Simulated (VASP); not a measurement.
# BN in VASP: a series of runs

Aim: see how the results for BN move with the level of theory and the settings. Levels: PBE, LDA. Tasks: single point, relaxation of cell and atoms.

Everything below comes from runs of VASP 6.6.1. Logs are shortened: lines on timing, memory, paths and dates and some standing lists are left out, and cuts for length are marked.

## (1) The cell of the first run

The typed cell holds 4 atoms: a = 2.532 Å, b = 2.549 Å, c = 4.189 Å, α = 90.27°, β = 87.97°, γ = 119.86°.

## (2) Single point, PBE

INCAR

```
SYSTEM = BN
ALGO     = Normal         ! electronic algorithm
EDIFF    = 1E-6           ! SCF threshold, eV
ENCUT    = 520            ! plane-wave cutoff, eV
GGA      = PE             ! functional
ISIF     = 2              ! what is computed and relaxed
ISMEAR   = 0              ! smearing method
LASPH    = .True.         ! aspherical terms in the spheres
LCHARG   = .False.        ! write CHGCAR
LREAL    = .False.        ! projectors in reciprocal space
LWAVE    = .False.        ! write WAVECAR
NBANDS   = 16             ! bands
NELM     = 80             ! most SCF steps
PREC     = Accurate       ! precision mode
SIGMA    = 0.1            ! smearing width, eV
```

KPOINTS

```
k-points
0
Gamma
  3 3 1
  0 0 0
```

POSCAR

```
BN
1.0
    2.5319007168     -0.0019442481      0.0449363676
   -1.2676341267      2.2120149394     -0.0060386014
    0.0743711833      0.0313980459      4.1878553351
B N
2 2
Direct
    0.6666666667      0.3333333333      0.9997240000
    0.3333333333      0.6666666667      0.4997240000
    0.6666666667      0.3333333333      0.6252760000
    0.3333333333      0.6666666667      0.1252760000
```

Potentials or basis: VASP PAW PBE potentials, release 64 (B, N).

The run is started by

```bash
$ cat potpaw_PBE.64/B/POTCAR potpaw_PBE.64/N/POTCAR > POTCAR
$ mpirun -np 1 vasp_std > vasp.out
```

OUTCAR:

```text
SYSTEM = BN
   EDIFF = 1E-6
   ENCUT = 520
   GGA = PE
   ISIF = 2
   ISMEAR = 0
   LASPH = .True.
   LREAL = .False.
   NELM = 80
   PREC = Accurate

 ion  position               nearest neighbor table
   1  0.667  0.333  1.000-   4 1.55   4 1.56   3 1.57   4 1.57
   2  0.333  0.667  0.500-   3 1.54   4 1.57   3 1.57   3 1.57
   3  0.667  0.333  0.625-   2 1.54   1 1.57   2 1.57   2 1.57
   4  0.333  0.667  0.125-   1 1.55   1 1.56   2 1.57   1 1.57

  LATTYP: Found a triclinic cell.
 ALAT       =     2.5323001988
 B/A-ratio  =     1.0067915910
 C/A-ratio  =     1.6540824572
 COS(alpha) =     0.0046925455
 COS(beta)  =     0.0354889014
 COS(gamma) =     0.4978389377

  Lattice vectors:

 A1 = (  -2.5319007168,   0.0019442481,  -0.0449363676)
 A2 = (  -1.2676341267,   2.2120149394,  -0.0060386014)
 A3 = (  -0.0743711833,  -0.0313980459,  -4.1878553351)

Analysis of symmetry for initial positions (statically):
=====================================================================
 Subroutine PRICEL returns:
 Original cell was already a primitive cell.

 Routine SETGRP: Setting up the symmetry group for a
 triclinic supercell.

 Subroutine GETGRP returns: Found  1 space group operations
 (whereof  1 operations were pure point group operations)
 out of a pool of  2 trial point group operations.

The static configuration has the point symmetry C_1 .

Analysis of symmetry for dynamics (positions and initial velocities):
=====================================================================
 Subroutine PRICEL returns:
 Original cell was already a primitive cell.

 Routine SETGRP: Setting up the symmetry group for a
 triclinic supercell.

 Subroutine GETGRP returns: Found  1 space group operations
 (whereof  1 operations were pure point group operations)
 out of a pool of  2 trial point group operations.

The dynamic configuration has the point symmetry C_1 .

 Subroutine INISYM returns: Found  1 space group operations
 (whereof  1 operations are pure point group operations),
 and found     1 'primitive' translations

----------------------------------------------------------------------------------------

                                     Primitive cell

  volume of cell :      23.4355

[... 71 lines left out ...]
   NELM   =     80;   NELMIN=  2; NELMDL= -5     # of ELM steps
   EDIFF  = 0.1E-05   stopping-criterion for ELM
   LREAL  =      F    real-space projection
   EDIFFG = 0.1E-04   stopping-criterion for IOM
   NSW    =      0    number of steps for IOM
   IBRION =     -1    ionic relax: 0-MD 1-quasi-New 2-CG
   NFREE  =      0    steps in history (QN), initial steepest desc. (CG)
   ISIF   =      2    stress and relaxation
   ISYM   =      2    0-nonsym 1-usesym 2-fastsym
   POTIM  = 0.5000    time-step for ionic-motion
   TEBEG  =    0.0;   TEEND  =   0.0 temperature during run
   PSTRESS=    0.0 pullay stress
   NELECT =      16.0000    total number of electrons
   NUPDOWN=      -1.0000    fix difference up-down
   EMIN   =  10.00;   EMAX   =-10.00  energy-range for DOS
   EFERMI =   0.00;   METHOD = LEGACY
   ISMEAR =     0;   SIGMA  =   0.10  broadening in eV -4-tet -1-fermi 0-gaus
   EFERMI_NEDOS =   21; number of points for ismear=-14 and -15
   IALGO  =     38    algorithm
   IMIX   =      4    mixing-type and parameters
     AMIX     =   0.40;   BMIX     =  1.00
     AMIX_MAG =   1.60;   BMIX_MAG =  1.00
  volume/ion in A,a.u.               =       5.86        39.54
  Fermi-wavevector in a.u.,A,eV,Ry     =   1.441529  2.724095 28.272998  2.078007
  Thomas-Fermi vector in A             =   2.560151
   LORBIT       =      0    0 simple, 1 ext, 2 COOP (PROOUT), +10 PAW based schemes
   GGA     = PE    functional components
   LHFCALC =     F    Hartree Fock is set to
   AEXX    =    0.0000 exact exchange contribution
   IVDW    =     0    specifies the selected vdW correction
   LEPSILON=     F    determine dielectric tensor
   LRPA    =     F    only Hartree local field effects (RPA)
 non-spin polarized calculation
 Gauss-broadening in eV      SIGMA  =   0.10
  energy-cutoff  :      520.00
  volume of cell :       23.44
 maximum number of plane-waves:       634
   NGX =  9   NGY =  9   NGZ = 15

 number of electron      16.0000000 magnetization

 Free energy of the ion-electron system (eV)
  ---------------------------------------------------
  ext. energy  EPLUGINS =         0.00000000
  ---------------------------------------------------
  free energy    TOTEN  =       -34.51773069 eV

  energy without entropy =      -34.51773069  energy(sigma->0) =      -34.51773069

 E-fermi :   8.3498     XC(G=0): -12.8362

 val. band max:        7.8497269825   @ k =   0.0000   0.0000   0.0000
 cond. band min:      12.8862266618   @ k =   0.3333   0.3333  -0.0000
 fundamental gap:      5.0364996793
 Fermi energy:         8.3498382164

 k-point     1 :       0.0000    0.0000    0.0000
  band No.  band energies     occupation
      1     -12.7932      2.00000
      2      -8.5343      2.00000
      3      -3.3055      2.00000
      4       5.5225      2.00000
      5       5.5845      2.00000
      6       7.4027      2.00000
[... 72 lines left out ...]
      3      -1.0630      2.00000
      4      -0.5265      2.00000
      5       2.1888      2.00000
      6       3.2074      2.00000
[... 8 lines left out ...]
     15      23.6533      0.00000
     16      24.2640      0.00000

------------------------ aborting loop because EDIFF is reached ----------------------------------------

  FORCE on cell =-STRESS in cart. coord.  units (eV):
  Direction    XX          YY          ZZ          XY          YZ          ZX
  --------------------------------------------------------------------------------------
  -------------------------------------------------------------------------------------
  Total        3.9294311      2.8655166     -1.4305090      0.0917196     -0.6957707     -1.6395933
  in kB      268.6372410    195.9022684    -97.7973625      6.2704512    -47.5666626   -112.0914998
  external PRESSURE =     122.2473823 kB  Pullay stress =       0.0000000 kB

 VOLUME and BASIS-vectors are now :
 -----------------------------------------------------------------------------
  energy-cutoff  :      520.00
  volume of cell :       23.44
      direct lattice vectors                 reciprocal lattice vectors
     2.531900717 -0.001944248  0.044936368     0.395288855  0.226503442 -0.008718034
    -1.267634127  2.212014939 -0.006038601     0.000407636  0.452300839 -0.003398322
     0.074371183  0.031398046  4.187855335    -0.004240926 -0.001778232  0.238874353

 POSITION                                       TOTAL-FORCE (eV/Angst)
 -----------------------------------------------------------------------------------
      1.33974      0.76743      4.21464         0.108188     -0.000789      1.387290
      0.03604      1.48972      2.10372         0.147824      0.098513      1.378819
      1.31189      0.75567      2.64651        -0.163836     -0.135728     -1.376337
      0.00819      1.47796      0.53559        -0.092176      0.038004     -1.389772
 -----------------------------------------------------------------------------------
    total drift:                               -0.000104     -0.000049      0.000268

  FREE ENERGIE OF THE ION-ELECTRON SYSTEM (eV)
  ---------------------------------------------------
  free  energy   TOTEN  =       -34.5177306870 eV

  energy  without entropy=      -34.5177306870  energy(sigma->0) =      -34.51773069
```

It took 3.5 s on 1 thread of Intel Xeon Platinum 8488C (Sapphire Rapids), shared host; peak memory 0.12 GiB.

Results:

- Free energy: -34.5177 eV
- Pressure: 12.2 GPa
- Largest force: 1.393 eV/Å
- Band gap on the k mesh: 5.04 eV, indirect (least direct gap 8.08 eV)

Forces on the atoms (eV/Å):
```
B    0.108 -0.001  1.387
B    0.148  0.099  1.379
N   -0.164 -0.136 -1.376
N   -0.092  0.038 -1.390
```

Stress tensor (GPa, compression positive):
```
 26.86   0.63 -11.21
  0.63  19.59  -4.76
-11.21  -4.76  -9.78
```

Caveat: the k points lie up to 1.50 Å⁻¹ apart; forces of over 1 eV/Å act on the atoms, so gaps and moduli don't describe the material at rest. PBE gaps usually lie below the measured ones, often by a third to a half.

## (3) Relaxation of cell and atoms, LDA, target pressure -3 GPa, at which the enthalpy is minimised

This run uses another cell than the first one, of 5.97 Å³/atom, 1.019 times its volume.

INCAR

```
SYSTEM = BN
  PREC = Accurate
  ENCUT = 600
  EDIFF = 1E-7
  ISMEAR = 0
  SIGMA = 0.0025
  LREAL = .FALSE.
  LASPH = .TRUE.
  NELM = 80
  ALGO = Normal
  ISIF = 3
  LWAVE = .FALSE.
  LCHARG = .FALSE.
  GGA = CA
  IBRION = 2
  NSW = 30
  EDIFFG = -0.01
  PSTRESS = -30.0
```

KPOINTS

```
regular mesh
0
G
  3 3 1
  0 0 0
```

POSCAR

```
BN
1.0
    2.5539396017      0.0000000000      0.0000000000
   -1.2769698009      2.2117765748      0.0000000000
    0.0000000000      0.0000000000      4.2268550000
B N
2 2
Direct
    0.6666666667      0.3333333333      0.9997240000
    0.3333333333      0.6666666667      0.4997240000
    0.6666666667      0.3333333333      0.6252760000
    0.3333333333      0.6666666667      0.1252760000
```

Potentials or basis: VASP PAW LDA potentials, release 64 (B, N).

The run is started by

```bash
$ cat potpaw_LDA.64/B/POTCAR potpaw_LDA.64/N/POTCAR > POTCAR
$ mpirun -np 1 vasp_std > vasp.out
```

OUTCAR:

```text
SYSTEM = BN
   PREC = Accurate
   ENCUT = 600
   EDIFF = 1E-7
   ISMEAR = 0
   LREAL = .FALSE.
   LASPH = .TRUE.
   NELM = 80
   ISIF = 3
   GGA = CA
   IBRION = 2
   NSW = 30
   EDIFFG = -0.01
   PSTRESS = -30.0

 ion  position               nearest neighbor table
   1  0.667  0.333  1.000-   4 1.57   4 1.57   4 1.57   3 1.58
   2  0.333  0.667  0.500-   3 1.57   3 1.57   3 1.57   4 1.58
   3  0.667  0.333  0.625-   2 1.57   2 1.57   2 1.57   1 1.58
   4  0.333  0.667  0.125-   1 1.57   1 1.57   1 1.57   2 1.58

  LATTYP: Found a hexagonal cell.
 ALAT       =     2.5539396017
 C/A-ratio  =     1.6550332659

  Lattice vectors:

 A1 = (   2.5539396017,   0.0000000000,   0.0000000000)
 A2 = (  -1.2769698009,   2.2117765748,   0.0000000000)
[... 168 lines left out ...]
  -------------------------------------------------------------------------------------
  Total        0.5515149      0.5515149     -4.9176483     -0.0000000      0.0000000      0.0000000
  in kB       37.0082532     37.0082532   -329.9885098     -0.0000000      0.0000000      0.0000000
  external PRESSURE =     -55.3240011 kB  Pullay stress =     -30.0000000 kB
[... 227 lines left out ...]
--------------------------------------- Ionic step        7  -------------------------------------------

 number of electron      16.0000000 magnetization

 Free energy of the ion-electron system (eV)
  ---------------------------------------------------
  ext. energy  EPLUGINS =         0.00000000
  ---------------------------------------------------
  free energy    TOTEN  =       -38.66230309 eV

  energy without entropy =      -38.66230309  energy(sigma->0) =      -38.66230309

 E-fermi :   8.3905     XC(G=0): -13.1328

 val. band max:        8.3482459088   @ k =   0.0000   0.0000   0.0000
 cond. band min:      13.6721390407   @ k =   0.3333   0.3333   0.0000
 fundamental gap:      5.3238931318
 Fermi energy:         8.3904875846

 k-point     1 :       0.0000    0.0000    0.0000
  band No.  band energies     occupation
      1     -12.6646      2.00000
      2      -7.8497      2.00000
      3      -3.0782      2.00000
      4       4.9891      2.00000
      5       4.9891      2.00000
      6       7.3286      2.00000
      7       7.3286      2.00000
      8       8.3482      2.00000
      9      15.6521      0.00000
     10      15.6521      0.00000
     11      16.3226      0.00000
     12      16.8821      0.00000
[... 63 lines left out ...]
  energy  without entropy=      -38.6623030868  energy(sigma->0) =      -38.66230309

  enthalpy is  TOTEN    =       -39.1004625376 eV   P V=       -0.4381594508

 reached required accuracy - stopping structural energy minimisation
```

CONTCAR:

```text
BN
   1.00000000000000
     2.5805637174973324    0.0000000000000057   -0.0000000000000000
    -1.2902818587991827    2.2348337354337522    0.0000000000000000
     0.0000000000000000   -0.0000000000000000    4.0575296857527476
  B               N
     2     2
Direct
     0.6666666667000030    0.3333333332999970    0.0103084778977201
     0.3333333332999970    0.6666666667000030    0.5103084778977203
     0.6666666667000030    0.3333333332999970    0.6146915221022797
     0.3333333332999970    0.6666666667000030    0.1146915221022798

  0.00000000E+00  0.00000000E+00  0.00000000E+00
  0.00000000E+00  0.00000000E+00  0.00000000E+00
  0.00000000E+00  0.00000000E+00  0.00000000E+00
  0.00000000E+00  0.00000000E+00  0.00000000E+00
```

Wall time 6.9 s (1 thread of Intel Xeon Platinum 8488C (Sapphire Rapids), shared host); peak memory 0.11 GiB.

Results:

- Free energy: -38.6623 eV
- Relaxed volume: 5.85 Å³/atom
- Relaxed cell: a = 2.581 Å, b = 2.581 Å, c = 4.058 Å, α = 90.00°, β = 90.00°, γ = 120.00°
- Space group after relaxing (to 0.05 Å): P6_3mc (No. 186)
- Energy change on relaxing (the enthalpy is what falls): -55.1 meV/atom
- Ionic steps: 7
- Pressure after relaxing: -3.1 GPa
- Band gap on the k mesh: 5.32 eV, indirect (least direct gap 7.30 eV)

Forces on the atoms (eV/Å):
```
B    0.000  0.000 -0.002
B    0.000  0.000 -0.002
N    0.000  0.000  0.002
N    0.000  0.000  0.002
```

The path:
```
step  energy change (eV)  largest force (eV/Å)  pressure (GPa)  volume (Å³)
   1              0.0000                1.3686           -8.53        23.88
   2             -0.1946                0.5197            0.41        23.14
   3             -0.2203                0.0791           -2.35        23.36
   4             -0.2205                0.1031           -2.22        23.35
   5             -0.2180                0.1262           -3.55        23.43
   6             -0.2209                0.0087           -2.81        23.38
   7             -0.2205                0.0024           -3.12        23.40
```

Final structure:
```
B N
1.0
     2.58056    0.00000    0.00000
    -1.29028    2.23483    0.00000
     0.00000    0.00000    4.05753
B N
2 2
Direct
  0.66667 0.33333 0.01031
  0.33333 0.66667 0.51031
  0.66667 0.33333 0.61469
  0.33333 0.66667 0.11469
```

Levels at points of the mesh, in eV from the valence-band top:
| k point | band 5 | band 6 | band 7 | band 8 | band 9 | band 10 | band 11 | band 12 |
| --- | --- | --- | --- | --- | --- | --- | --- | --- |
| (0.00, 0.00, 0.00) | -3.36 | -1.02 | -1.02 | 0.00 | 7.30 | 7.30 | 7.97 | 8.53 |

Caveat: the k points lie up to 1.55 Å⁻¹ apart in the final cell; the cell is relaxed towards a set pressure, so the enthalpy falls and the energy may rise. A k mesh can miss the band edges.

## (4) Single point, PBE

This run uses another cell than the first one, of 5.97 Å³/atom, 1.019 times its volume.

INCAR

```
SYSTEM = BN
ALGO = Normal ; EDIFF = 1E-6
ENCUT = 520 ; GGA = PE
ISIF = 2 ; ISMEAR = -1
LASPH = .True. ; LCHARG = .False.
LREAL = .False. ; LWAVE = .False.
NBANDS = 16 ; NELM = 60
PREC = Accurate ; SIGMA = 0.08617333262145177
```

KPOINTS

```
k-points
0
Gamma
  6 6 4
  0 0 0
```

POSCAR is that of step 3.

Potentials or basis: VASP PAW PBE potentials, release 64 (B, N).

The run is started by

```bash
$ cat potpaw_PBE.64/B/POTCAR potpaw_PBE.64/N/POTCAR > POTCAR
$ mpirun -np 1 vasp_std > vasp.out
```

It took 5.7 s on 1 thread of Intel Xeon Platinum 8488C (Sapphire Rapids), shared host; peak memory 0.12 GiB.

The run converged. Its results:

```yaml
Free_energy: -34.8285 eV
Pressure: 0.2 GPa
Largest_force: 0.019 eV/Å
Band_gap_on_the_k_mesh: 5.20 eV, indirect (least direct gap 8.25 eV)
```

Forces on the atoms (eV/Å):
```
B    0.000  0.000  0.019
B    0.000  0.000  0.019
N    0.000  0.000 -0.019
N    0.000  0.000 -0.019
```

Stress tensor (GPa, compression positive):
```
 0.51  0.00  0.00
 0.00  0.51  0.00
 0.00  0.00 -0.38
```

Levels at points of the mesh, in eV from the valence-band top:
| k point | band 6 | band 7 | band 8 | band 9 | band 10 | band 11 |
| --- | --- | --- | --- | --- | --- | --- |
| (0.00, 0.00, 0.00) | -0.28 | 0.00 | 0.00 | 8.33 | 8.33 | 8.53 |
| (0.50, 0.00, 0.00) | -4.93 | -4.37 | -2.09 | 6.68 | 7.93 | 10.55 |
| (0.00, 0.00, 0.50) | -1.16 | -1.16 | -1.16 | 9.41 | 9.41 | 9.87 |
| (0.50, 0.00, 0.50) | -3.73 | -3.55 | -3.55 | 6.55 | 6.55 | 9.97 |

Caveat: the k points lie up to 0.47 Å⁻¹ apart. Expect the measured gap to be larger: semilocal functionals such as PBE lack the derivative discontinuity.

## (5) Overview

| task | level | potentials or basis | cell | k mesh | cutoff (eV) | smearing | gap on the mesh (eV) | pressure (GPa) | largest force (eV/Å) |
| --- | --- | --- | --- | --- | --- | --- | --- | --- | --- |
| single point | PBE | VASP PAW PBE potentials, release 64 (B, N) | a = 2.532, b = 2.549, c = 4.189 Å, angles 90.3, 88.0, 119.9°, 4 atoms | 3 × 3 × 1 | 520 | gaussian 0.1 eV | 5.04 | 12.2 | 1.39 |
| relaxation of cell and atoms | LDA | VASP PAW LDA potentials, release 64 (B, N) | relaxed to -3 GPa from a = 2.554, b = 2.554, c = 4.227 Å, angles 90.0, 90.0, 120.0°, 4 atoms | 3 × 3 × 1 | 600 | gaussian 0.0025 eV | 5.32 | -3.1 | - |
| single point | PBE | VASP PAW PBE potentials, release 64 (B, N) | a = 2.554, b = 2.554, c = 4.227 Å, angles 90.0, 90.0, 120.0°, 4 atoms | 6 × 6 × 4 | 520 | fermi-dirac 0.0861733 eV | 5.20 | 0.2 | 0.02 |

Alike in all rows: no spin polarisation.

Caveats: all runs use coarse meshes; forces of over 1 eV/Å act on the atoms, so gaps and moduli don't describe the material at rest (some runs); the cell is relaxed towards a set pressure, so the enthalpy falls and the energy may rise (some runs).

Absolute energies hang on the potentials; compare differences alone.
